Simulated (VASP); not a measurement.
# Te2Mo (P6_3/mmc) in VASP: a series of runs

Te2Mo is run at these levels: LDA; tasks: single point.

Program: VASP 6.6.1. These are calculated values, not measurements. Logs are shortened: lines on timing, memory, paths and dates and some standing lists are left out, and cuts for length are marked.

**What was measured.**

“Broadband infrared study of pressure-tunable Fano resonance and metallization transition in 2H-MoTe2”, 2022, pmc:9569381 quotes, for a bulk crystal of Te2Mo at 300 K: band gap 0.88 ± 0.05 eV (indirect).

How close the calculation comes is told below.

## (1) The cell of the first run

It takes space group P6_3/mmc (No. 194, hexagonal). The conventional cell has a = 3.472 Å, b = 3.472 Å, c = 13.770 Å, α = 90.00°, β = 90.00°, γ = 120.00°. Within 3.6 Å of Te (site symmetry 3m) lie 3 Mo at 2.69 Å and 7 Te at 3.47 to 3.59 Å. Within 3.5 Å of Mo (site symmetry -6m2) lie 6 Te at 2.69 Å and 6 Mo at 3.47 Å.

## (2) Single point, LDA

File INCAR:

```
PREC = Accurate
ENCUT = 520
EDIFF = 1E-6
ISMEAR = -1
SIGMA = 0.05
LREAL = F
LASPH = T
NELM = 60
ALGO = Normal
ISIF = 2
LWAVE = F
LCHARG = F
GGA = CA
NBANDS = 35
```

File KPOINTS:

```
Automatic mesh
0
Gamma
  9 9 2
```

File POSCAR:

```
Te2Mo
1.0
    3.4718677189      0.0000000000      0.0000000000
   -1.7359338595      3.0067256432      0.0000000000
    0.0000000000      0.0000000000     13.7698212427
Te Mo
4 2
Direct
    0.6666666667      0.3333333333      0.3804817692
    0.3333333333      0.6666666667      0.8804817692
    0.6666666667      0.3333333333      0.1195182308
    0.3333333333      0.6666666667      0.6195182308
    0.6666666667      0.3333333333      0.7500000000
    0.3333333333      0.6666666667      0.2500000000
```

Potentials or basis: VASP PAW LDA potentials, release 64 (Te, Mo_sv).

Started as:

```bash
$ cat potpaw_LDA.64/Te/POTCAR potpaw_LDA.64/Mo_sv/POTCAR > POTCAR
$ mpirun -np 1 vasp_std > vasp.out
```

OUTCAR:

```text
PREC = Accurate
   ENCUT = 520
   EDIFF = 1E-6
   ISMEAR = -1
   LREAL = F
   LASPH = T
   NELM = 60
   ISIF = 2
   GGA = CA

 ion  position               nearest neighbor table
   1  0.667  0.333  0.380-   6 2.69   6 2.69   6 2.69   3 3.59
   2  0.333  0.667  0.880-   5 2.69   5 2.69   5 2.69   4 3.59
   3  0.667  0.333  0.120-   6 2.69   6 2.69   6 2.69   1 3.59
   4  0.333  0.667  0.620-   5 2.69   5 2.69   5 2.69   2 3.59
   5  0.667  0.333  0.750-   2 2.69   4 2.69   2 2.69   4 2.69   2 2.69   4 2.69
   6  0.333  0.667  0.250-   1 2.69   3 2.69   1 2.69   3 2.69   1 2.69   3 2.69

  LATTYP: Found a hexagonal cell.
 ALAT       =     3.4718677189
 C/A-ratio  =     3.9661134460

  Lattice vectors:

 A1 = (   3.4718677189,   0.0000000000,   0.0000000000)
 A2 = (  -1.7359338595,   3.0067256432,   0.0000000000)
 A3 = (   0.0000000000,   0.0000000000,  13.7698212427)

Analysis of symmetry for initial positions (statically):
=====================================================================
 Subroutine PRICEL returns:
 Original cell was already a primitive cell.

 Routine SETGRP: Setting up the symmetry group for a
 hexagonal supercell.

 Subroutine GETGRP returns: Found 24 space group operations
 (whereof 12 operations were pure point group operations)
 out of a pool of 24 trial point group operations.

The static configuration has the point symmetry D_3d.
 The point group associated with its full space group is D_6h.

Analysis of symmetry for dynamics (positions and initial velocities):
=====================================================================
 Subroutine PRICEL returns:
 Original cell was already a primitive cell.

 Routine SETGRP: Setting up the symmetry group for a
 hexagonal supercell.

 Subroutine GETGRP returns: Found 24 space group operations
 (whereof 12 operations were pure point group operations)
 out of a pool of 24 trial point group operations.

The dynamic configuration has the point symmetry D_3d.
 The point group associated with its full space group is D_6h.

 Subroutine INISYM returns: Found 24 space group operations
 (whereof 12 operations are pure point group operations),
 and found     1 'primitive' translations

----------------------------------------------------------------------------------------

                                     Primitive cell

  volume of cell :     143.7425

  direct lattice vectors                    reciprocal lattice vectors
     3.471867719  0.000000000  0.000000000     0.288029407  0.166293856  0.000000000
    -1.735933860  3.006725643  0.000000000     0.000000000  0.332587711  0.000000000
     0.000000000  0.000000000 13.769821243     0.000000000  0.000000000  0.072622584

  length of vectors
     3.471867719  3.471867719 13.769821243     0.332587711  0.332587711  0.072622584

  position of ions in fractional coordinates (direct lattice)
     0.666666667  0.333333333  0.380481769
     0.333333333  0.666666667  0.880481769
     0.666666667  0.333333333  0.119518231
     0.333333333  0.666666667  0.619518231
     0.666666667  0.333333333  0.750000000
     0.333333333  0.666666667  0.250000000

  ion indices of the primitive-cell ions
   primitive index   ion index
                 1           1
                 2           2
                 3           3
                 4           4
                 5           5
                 6           6

----------------------------------------------------------------------------------------

 KPOINTS: Automatic mesh

Automatic generation of k-mesh.
 Grid dimensions read from file:
 generate k-points for:    9    9    2

 Generating k-lattice:

  Cartesian coordinates                     Fractional coordinates (reciprocal lattice)
     0.032003267  0.018477095  0.000000000     0.111111111  0.000000000  0.000000000
     0.000000000  0.036954190  0.000000000     0.000000000  0.111111111  0.000000000
     0.000000000  0.000000000  0.036311292     0.000000000  0.000000000  0.500000000

  Length of vectors
     0.036954190  0.036954190  0.036311292

  Shift w.r.t. Gamma in fractional coordinates (k-lattice)
     0.000000000  0.000000000  0.000000000

 Subroutine IBZKPT returns following result:
 ===========================================

 Found     24 irreducible k-points:

 Following reciprocal coordinates:
            Coordinates               Weight
  0.000000  0.000000  0.000000      1.000000
  0.111111  0.000000  0.000000      6.000000
  0.222222 -0.000000  0.000000      6.000000
  0.333333 -0.000000  0.000000      6.000000
  0.444444 -0.000000  0.000000      6.000000
  0.111111  0.111111  0.000000      6.000000
[... 16 lines left out ...]
  0.333333  0.222222  0.500000     12.000000
  0.333333  0.333333  0.500000      2.000000
   k-points           NKPTS =     24   k-points in BZ     NKDIM =     24   number of bands    NBANDS=     35
   number of dos      NEDOS =    301   number of ions     NIONS =      6
   total plane-waves  NPLWV =  84672
   dimension x,y,z NGX =    28 NGY =   28 NGZ =  108
   dimension x,y,z NGXF=    56 NGYF=   56 NGZF=  216
   ions per type =               4   2
   NGX,Y,Z   is equivalent  to a cutoff of  13.41, 13.41, 13.04 a.u.
   NGXF,Y,Z  is equivalent  to a cutoff of  26.81, 26.81, 26.08 a.u.
 SYSTEM =  unknown system
   PREC   = accura    normal or accurate (medium, high low for compatibility)
   ISTART =      0    job   : 0-new  1-cont  2-samecut
   ICHARG =      2    charge: 1-file 2-atom 10-const
   ISPIN  =      1    spin polarized calculation?
   LNONCOLLINEAR =      F non collinear calculations
   LSORBIT =      F    spin-orbit coupling
   LASPH  =      T    aspherical Exc in radial PAW
   ENCUT  =  520.0 eV  38.22 Ry    6.18 a.u.   6.46  6.46 25.60*2*pi/ulx,y,z
   NELM   =     60;   NELMIN=  2; NELMDL= -5     # of ELM steps
   EDIFF  = 0.1E-05   stopping-criterion for ELM
   LREAL  =      F    real-space projection
   EDIFFG = 0.1E-04   stopping-criterion for IOM
   NSW    =      0    number of steps for IOM
   IBRION =     -1    ionic relax: 0-MD 1-quasi-New 2-CG
   NFREE  =      0    steps in history (QN), initial steepest desc. (CG)
   ISIF   =      2    stress and relaxation
   ISYM   =      2    0-nonsym 1-usesym 2-fastsym
   POTIM  = 0.5000    time-step for ionic-motion
   TEBEG  =    0.0;   TEEND  =   0.0 temperature during run
   PSTRESS=    0.0 pullay stress
   NELECT =      52.0000    total number of electrons
   NUPDOWN=      -1.0000    fix difference up-down
   EMIN   =  10.00;   EMAX   =-10.00  energy-range for DOS
   EFERMI =   0.00;   METHOD = LEGACY
   ISMEAR =    -1;   SIGMA  =   0.05  broadening in eV -4-tet -1-fermi 0-gaus
   EFERMI_NEDOS =   21; number of points for ismear=-14 and -15
   IALGO  =     38    algorithm
   IMIX   =      4    mixing-type and parameters
     AMIX     =   0.40;   BMIX     =  1.00
     AMIX_MAG =   1.60;   BMIX_MAG =  1.00
  volume/ion in A,a.u.               =      23.96       161.67
  Fermi-wavevector in a.u.,A,eV,Ry     =   1.166490  2.204346 18.513419  1.360698
  Thomas-Fermi vector in A             =   2.303002
   LORBIT       =      0    0 simple, 1 ext, 2 COOP (PROOUT), +10 PAW based schemes
   GGA     = CA    functional components
   LHFCALC =     F    Hartree Fock is set to
   AEXX    =    0.0000 exact exchange contribution
   IVDW    =     0    specifies the selected vdW correction
   LEPSILON=     F    determine dielectric tensor
   LRPA    =     F    only Hartree local field effects (RPA)
 non-spin polarized calculation
  energy-cutoff  :      520.00
  volume of cell :      143.74
 maximum number of plane-waves:      3915
 NGX is ok and might be reduce to    28
   NGX = 13   NGY = 13   NGZ = 51

 number of electron      51.9999998 magnetization

 Free energy of the ion-electron system (eV)
  ---------------------------------------------------
  ext. energy  EPLUGINS =         0.00000000
  ---------------------------------------------------
  free energy    TOTEN  =       -41.26353130 eV

  energy without entropy =      -41.26346890  energy(sigma->0) =      -41.26350010

 E-fermi :   8.9298     XC(G=0): -10.8590

 val. band max:        8.5799493801   @ k =   0.0000   0.0000   0.0000
 cond. band min:       9.2865437159   @ k =   0.2222   0.2222   0.0000
 fundamental gap:      0.7065943359
 Fermi energy:         8.9297967865

 k-point     1 :       0.0000    0.0000    0.0000
  band No.  band energies     occupation
      1     -51.8681      2.00000
      2     -51.8681      2.00000
      3     -26.2581      2.00000
      4     -26.2580      2.00000
      5     -26.0880      2.00000
      6     -26.0880      2.00000
[... 27 lines left out ...]
     34      12.1243      0.00000
     35      14.4777      0.00000

 k-point     2 :       0.1111    0.0000    0.0000
  band No.  band energies     occupation
      1     -51.8667      2.00000
      2     -51.8667      2.00000
      3     -26.2539      2.00000
      4     -26.2539      2.00000
      5     -26.1064      2.00000
      6     -26.1064      2.00000
[... 27 lines left out ...]
     34      11.9456      0.00000
     35      15.0794      0.00000

 k-point     3 :       0.2222   -0.0000    0.0000
  band No.  band energies     occupation
      1     -51.8630      2.00000
      2     -51.8630      2.00000
      3     -26.2433      2.00000
      4     -26.2433      2.00000
      5     -26.1528      2.00000
      6     -26.1528      2.00000
[... 27 lines left out ...]
     34      12.2797      0.00000
     35      14.9102      0.00000
[... 723 lines left out ...]
 k-point    23 :       0.3333    0.2222    0.5000
  band No.  band energies     occupation
      1     -51.8549      2.00000
      2     -51.8549      2.00000
      3     -26.2205      2.00000
      4     -26.2205      2.00000
      5     -26.2200      2.00000
      6     -26.2200      2.00000
[... 27 lines left out ...]
     34      12.2559      0.00000
     35      13.6866      0.00000

 k-point    24 :       0.3333    0.3333    0.5000
  band No.  band energies     occupation
      1     -51.8542      2.00000
      2     -51.8542      2.00000
      3     -26.2180      2.00000
      4     -26.2180      2.00000
      5     -26.2061      2.00000
      6     -26.2061      2.00000
[... 27 lines left out ...]
     34      12.2792      0.00000
     35      13.6138      0.00000

------------------------ aborting loop because EDIFF is reached ----------------------------------------

  FORCE on cell =-STRESS in cart. coord.  units (eV):
  Direction    XX          YY          ZZ          XY          YZ          ZX
  --------------------------------------------------------------------------------------
  -------------------------------------------------------------------------------------
  Total        0.2223438      0.2223438      0.3402731     -0.0000000      0.0000000     -0.0000000
  in kB        2.4782798      2.4782798      3.7927392     -0.0000000      0.0000000     -0.0000000
  external PRESSURE =       2.9164329 kB  Pullay stress =       0.0000000 kB

 VOLUME and BASIS-vectors are now :
 -----------------------------------------------------------------------------
  energy-cutoff  :      520.00
  volume of cell :      143.74
      direct lattice vectors                 reciprocal lattice vectors
     3.471867719  0.000000000  0.000000000     0.288029407  0.166293856  0.000000000
    -1.735933860  3.006725643  0.000000000     0.000000000  0.332587711  0.000000000
     0.000000000  0.000000000 13.769821243     0.000000000  0.000000000  0.072622584

 POSITION                                       TOTAL-FORCE (eV/Angst)
 -----------------------------------------------------------------------------------
      1.73593      1.00224      5.23917        -0.000000      0.000000      0.053674
     -0.00000      2.00448     12.12408        -0.000000      0.000000      0.053674
      1.73593      1.00224      1.64574        -0.000000      0.000000     -0.053674
     -0.00000      2.00448      8.53066        -0.000000      0.000000     -0.053674
      1.73593      1.00224     10.32737        -0.000000     -0.000000      0.000000
     -0.00000      2.00448      3.44246         0.000000     -0.000000      0.000000
 -----------------------------------------------------------------------------------
    total drift:                                0.000000     -0.000000      0.000000

  FREE ENERGIE OF THE ION-ELECTRON SYSTEM (eV)
  ---------------------------------------------------
  free  energy   TOTEN  =       -41.2635312962 eV

  energy  without entropy=      -41.2634688993  energy(sigma->0) =      -41.26350010
```

Run time: 3.7 min. Hardware: 1 thread of Intel Xeon 8259CL, shared host; peak memory 0.28 GiB.

Results:

```
Free energy            : -41.2635 eV
Pressure               : 0.3 GPa
Largest force          : 0.054 eV/Å
Band gap on the k mesh : 0.71 eV (least direct gap 1.11 eV)
```

Forces on the atoms (eV/Å):
```
Te   0.000  0.000  0.054
Te   0.000  0.000  0.054
Te   0.000  0.000 -0.054
Te   0.000  0.000 -0.054
Mo   0.000  0.000  0.000
Mo   0.000  0.000  0.000
```

Stress tensor (GPa, compression positive):
```
0.25 0.00 0.00
0.00 0.25 0.00
0.00 0.00 0.38
```

Levels at points of the mesh, in eV from the valence-band top:
| k point | band 24 | band 25 | band 26 | band 27 | band 28 | band 29 |
| --- | --- | --- | --- | --- | --- | --- |
| (0.00, 0.00, 0.00) | -1.03 | -0.26 | 0.00 | 3.01 | 3.01 | 3.16 |
| (0.00, 0.00, 0.50) | -1.05 | -0.07 | -0.07 | 3.05 | 3.05 | 3.05 |

Caveat: spin-orbit coupling is left out, which moves the levels of the heavy elements; an odd mesh through Γ misses points on the zone boundary, where band edges can lie.

## (3) Single point, LDA

This run uses another cell than the first one, of 24.96 Å³/atom.

File INCAR:

```
PREC = Accurate ; ENCUT = 520
EDIFF = 1E-6 ; ISMEAR = -1
SIGMA = 0.05 ; LREAL = F
LASPH = T ; NELM = 100
ALGO = Normal ; ISIF = 2
LWAVE = F ; LCHARG = F
GGA = CA ; NBANDS = 35
```

File KPOINTS:

```
regular mesh
0
Gamma
  9 9 2
```

File POSCAR:

```
Te2Mo
1.0
    3.5182000000      0.0000000000      0.0000000000
   -1.7591000000      3.0468505756      0.0000000000
    0.0000000000      0.0000000000     13.9736000000
Te Mo
4 2
Direct
    0.6666666667      0.3333333333      0.3790000000
    0.3333333333      0.6666666667      0.8790000000
    0.6666666667      0.3333333333      0.1210000000
    0.3333333333      0.6666666667      0.6210000000
    0.6666666667      0.3333333333      0.7500000000
    0.3333333333      0.6666666667      0.2500000000
```

Potentials or basis: VASP PAW LDA potentials, release 64 (Te, Mo_sv).

Started as:

```bash
$ cat potpaw_LDA.64/Te/POTCAR potpaw_LDA.64/Mo_sv/POTCAR > POTCAR
$ mpirun -np 1 vasp_std > vasp.out
```

Wall time 3.7 min (1 thread of Intel Xeon 8259CL, shared host); peak memory 0.29 GiB.

It converged, with:

| Property | Result |
| --- | --- |
| Free energy | -41.2243 eV |
| Pressure | -2.8 GPa |
| Largest force | 0.240 eV/Å |
| Band gap on the k mesh | 0.75 eV (least direct gap 1.03 eV) |

Forces in eV/Å, atoms in the order of the input:
```
Te   0.000  0.000 -0.240
Te   0.000  0.000 -0.240
Te   0.000  0.000  0.240
Te   0.000  0.000  0.240
Mo   0.000  0.000  0.000
Mo   0.000  0.000  0.000
```

Stress tensor (GPa, compression positive):
```
-2.88  0.00  0.00
 0.00 -2.88  0.00
 0.00  0.00 -2.66
```

Levels at points of the mesh, in eV from the valence-band top:
| k point | band 23 | band 24 | band 25 | band 26 | band 27 | band 28 | band 29 | band 30 |
| --- | --- | --- | --- | --- | --- | --- | --- | --- |
| (0.00, 0.00, 0.00) | -1.03 | -1.03 | -0.31 | 0.00 | 2.88 | 2.88 | 3.01 | 3.01 |
| (0.00, 0.00, 0.50) | -1.05 | -1.05 | -0.08 | -0.08 | 2.92 | 2.92 | 2.92 | 2.92 |

Caveat: spin-orbit coupling is left out, which moves the levels of the heavy elements; an odd mesh through Γ misses points on the zone boundary, where band edges can lie.

## (4) Comparison with measurements

Step 2. Measured gap of Te2Mo: 0.88 eV (indirect; 300 K; quoted in “Broadband infrared study of pressure-tunable Fano resonance and metallization transition in 2H-MoTe2”, 2022, pmc:9569381). This calculation gives 0.71 eV (-0.17 eV). Spin-orbit coupling on Mo, Te is left out. The value is that of LDA on a finite k mesh, which can miss the band edges, without temperature or zero-point motion. Semilocal functionals fall short of measured gaps as a rule.
